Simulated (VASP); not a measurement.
# MoS2 (P6_3/mmc) in VASP: notebook, part 2 of 2

VASP 6.6.1. Earlier steps stand in the parts before.

## (3) Relaxation of cell and atoms, PBEsol+D3(BJ)

Contents of INCAR:

```
ALGO     = Normal         # electronic algorithm
EDIFF    = 1E-6           # SCF threshold, eV
EDIFFG   = -0.01          # ionic threshold
ENCUT    = 600            # plane-wave cutoff, eV
GGA      = PS             # functional
IBRION   = 2              # ionic algorithm
ISIF     = 3              # what is computed and relaxed
ISMEAR   = -1             # smearing method
IVDW     = 12             # dispersion correction
LASPH    = T              # aspherical terms in the spheres
LCHARG   = F              # write CHGCAR
LREAL    = F              # projectors in reciprocal space
LWAVE    = F              # write WAVECAR
NELM     = 60             # most SCF steps
NSW      = 60             # ionic steps
PREC     = Accurate       # precision mode
SIGMA    = 0.05           # smearing width, eV
```

Contents of KPOINTS:

```
k-points
0
Gamma
  10 10 3
```

Contents of POSCAR:

```
MoS2
1.0
    3.1690000000      0.0000000000      0.0000000000
   -1.5845000000      2.7444345046      0.0000000000
    0.0000000000      0.0000000000     12.3240000000
Mo S
2 4
Direct
    0.6666666667      0.3333333333      0.7500000000
    0.3333333333      0.6666666667      0.2500000000
    0.6666666667      0.3333333333      0.3770000000
    0.3333333333      0.6666666667      0.8770000000
    0.6666666667      0.3333333333      0.1230000000
    0.3333333333      0.6666666667      0.6230000000
```

Potentials or basis: VASP PAW PBE potentials, release 64 (Mo_sv, S).

The run is started by

```console
> cat potpaw_PBE.64/Mo_sv/POTCAR potpaw_PBE.64/S/POTCAR > POTCAR
> mpirun -np 1 vasp_std > vasp.out
```

OUTCAR:

```text
EDIFF = 1E-6
   EDIFFG = -0.01
   ENCUT = 600
   GGA = PS
   IBRION = 2
   ISIF = 3
   ISMEAR = -1
   IVDW = 12
   LASPH = T
   LREAL = F
   NELM = 60
   NSW = 60
   PREC = Accurate
 IVDW          = 12

 ion  position               nearest neighbor table
   1  0.667  0.333  0.750-   4 2.41   6 2.41   4 2.41   6 2.41   4 2.41   6 2.41
   2  0.333  0.667  0.250-   3 2.41   5 2.41   3 2.41   5 2.41   3 2.41   5 2.41
   3  0.667  0.333  0.377-   2 2.41   2 2.41   2 2.41
   4  0.333  0.667  0.877-   1 2.41   1 2.41   1 2.41
   5  0.667  0.333  0.123-   2 2.41   2 2.41   2 2.41
   6  0.333  0.667  0.623-   1 2.41   1 2.41   1 2.41

  LATTYP: Found a hexagonal cell.
 ALAT       =     3.1690000000
 C/A-ratio  =     3.8889239508

  Lattice vectors:

 A1 = (   3.1690000000,   0.0000000000,   0.0000000000)
 A2 = (  -1.5845000000,   2.7444345046,   0.0000000000)
[... 321 lines left out ...]
 number of electron      52.0000002 magnetization

------------------------ aborting loop because EDIFF is reached ----------------------------------------
[... 83 lines left out ...]
--------------------------------------- Ionic step       15  -------------------------------------------

 number of electron      52.0000002 magnetization

 Free energy of the ion-electron system (eV)
  ---------------------------------------------------
  ext. energy  EPLUGINS =         0.00000000
  ---------------------------------------------------
  free energy    TOTEN  =       -46.80962154 eV

  energy without entropy =      -46.80958432  energy(sigma->0) =      -46.80960293

 E-fermi :   9.0202     XC(G=0): -11.5340

 val. band max:        8.7660286040   @ k =   0.0000   0.0000   0.0000
 cond. band min:       9.3618588384   @ k =   0.2000   0.2000   0.0000
 fundamental gap:      0.5958302344
 Fermi energy:         9.0201567630

 k-point     1 :       0.0000    0.0000    0.0000
  band No.  band energies     occupation
      1     -52.7543      2.00000
      2     -52.7543      2.00000
      3     -26.9915      2.00000
      4     -26.9912      2.00000
      5     -26.6888      2.00000
      6     -26.6888      2.00000
[... 805 lines left out ...]
     30      10.9934      0.00000
     31      11.6157      0.00000

 [... further k-points ...]

------------------------ aborting loop because EDIFF is reached ----------------------------------------

 Edisp (eV)   -2.41459

 E8    (eV) :    -1.5171
[... 29 lines left out ...]
  FREE ENERGIE OF THE ION-ELECTRON SYSTEM (eV)
  ---------------------------------------------------
  free  energy   TOTEN  =       -49.2242074215 eV

  energy  without entropy=      -49.2241702056  energy(sigma->0) =      -49.22418881

 reached required accuracy - stopping structural energy minimisation
```

OSZICAR:

```text
N       E                     dE             d eps       ncg     rms          rms(c)
DAV:   1     0.500392945578E+03    0.50039E+03   -0.31877E+04  1896   0.179E+03
[... 153 lines left out ...]
       N       E                     dE             d eps       ncg     rms          rms(c)
DAV:   1    -0.468103067845E+02    0.18075E-02   -0.24908E-02  1764   0.117E+00    0.265E-01
DAV:   2    -0.468097281057E+02    0.57868E-03   -0.16765E-03  1750   0.280E-01    0.607E-02
DAV:   3    -0.468096296114E+02    0.98494E-04   -0.25106E-04  2055   0.901E-02    0.410E-02
DAV:   4    -0.468096216667E+02    0.79448E-05   -0.59800E-05  2052   0.487E-02    0.283E-02
DAV:   5    -0.468096198446E+02    0.18221E-05   -0.96652E-06  1928   0.155E-02    0.152E-02
DAV:   6    -0.468096211206E+02   -0.12760E-05   -0.25895E-06  1281   0.906E-03    0.298E-03
DAV:   7    -0.468096215364E+02   -0.41577E-06   -0.34021E-07   987   0.368E-03
  15 F= -.49224207E+02 E0= -.49224189E+02  d E =-.805566E-05
```

Run time: 9.5 min. Hardware: 1 thread of Intel Xeon 6975P-C (Granite Rapids), shared host; peak memory 0.32 GiB.

What came out:

| Property | Result |
| --- | --- |
| Free energy | -49.2242 eV |
| Relaxed volume | 16.34 Å³/atom |
| Relaxed cell | a = 3.108 Å, b = 3.108 Å, c = 11.715 Å, α = 90.00°, β = 90.00°, γ = 120.00° |
| Space group after relaxing (to 0.1 Å) | P6_3/mmc (No. 194) |
| Energy gained by relaxing | 24.8 meV/atom |
| Ionic steps | 15 |
| Pressure after relaxing | 0.0 GPa |
| Largest force after relaxing | 0.004 eV/Å |
| Band gap on the k mesh | 0.60 eV (least direct gap 1.98 eV) |
| Dispersion energy per atom | -0.402 eV |

Forces on the atoms (eV/Å):
```
Mo   0.000  0.000  0.000
Mo   0.000  0.000  0.000
S    0.000  0.000 -0.004
S    0.000  0.000 -0.004
S    0.000  0.000  0.004
S    0.000  0.000  0.004
```

Step by step:
```csv
step,energy change (eV),largest force (eV/Å),pressure (GPa),volume (Å³)
1,0.0000,0.2965,-6.39,107.18
2,0.2210,1.9117,13.80,96.50
3,-0.0843,0.3890,-0.44,103.34
4,-0.0843,0.4027,-0.31,103.26
5,-0.1051,0.1769,-0.18,102.05
6,-0.1061,0.1150,-0.13,101.72
7,-0.1191,0.0953,-0.20,101.05
8,-0.1453,0.0330,-0.13,99.05
9,-0.1016,0.1428,0.93,95.01
10,-0.1482,0.0627,0.22,98.36
11,-0.1486,0.0458,0.26,97.95
12,-0.1487,0.0491,0.26,98.03
13,-0.1448,0.1928,-1.38,98.49
14,-0.1489,0.0037,-0.05,98.11
15,-0.1489,0.0040,0.05,98.01
```

Final structure:
```
CELL_PARAMETERS angstrom
3.10819 0.00000 0.00000
-1.55409 2.69177 0.00000
0.00000 0.00000 11.71508
ATOMIC_POSITIONS crystal
Mo 0.66667 0.33333 0.75000
Mo 0.33333 0.66667 0.25000
S 0.66667 0.33333 0.38347
S 0.33333 0.66667 0.88347
S 0.66667 0.33333 0.11653
S 0.33333 0.66667 0.61653
```

Caveat: the PAW data sets were made with another functional, which shifts forces and pressure a little.

## (4) How close it comes

Step 2. Measured gap of MoS2: 1.3 eV (indirect; 300 K; “Multiwavelength excitation Raman Scattering Analysis of bulk and 2 dimensional MoS2: Vibrational properties of atomically thin MoS2 layers”, 2015, arxiv:1506.03228). This calculation gives 1.04 eV (-0.26 eV). Spin-orbit coupling on Mo is left out. The value is that of r2SCAN on a finite k mesh, which can miss the band edges, without temperature or zero-point motion.
